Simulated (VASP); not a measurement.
AgCl:

```
Ag Cl
1.0
     0.00000    2.77318    2.91046
     2.77318    0.00000    2.91046
     2.77318    2.77318    0.00000
Ag Cl
1 1
Direct
  0.00000 0.00000 0.00000
  0.50000 0.50000 0.50000
```

This cell differs from its parent crystal: uniaxial z strain +5.0%.

Base run:

* Program: VASP 6.6.1
* Functional: r2SCAN
* Potentials or basis: VASP PAW PBE potentials, release 64 (Ag, Cl)
* Cutoff: 520 eV
* k mesh: 8 × 8 × 8
* Occupations: gaussian, width 0.01 eV
* Spin: no spin polarisation

Its results: band gap on the k mesh 1.29 eV (least direct gap 3.54 eV); pressure -2.1 GPa.

Problem. The run is repeated on the same cell with these changes: functional from r2SCAN to PBE; occupations from gaussian, width 0.01 eV to fermi-dirac, width 0.02 eV. What comes out?

Solution. Band gap on the k mesh 0.79 eV (least direct gap 2.98 eV); pressure -0.5 GPa.

Caveats: the PAW data sets were made with another functional, which shifts forces and pressure a little (at least some runs).

A k mesh can miss the band edges.
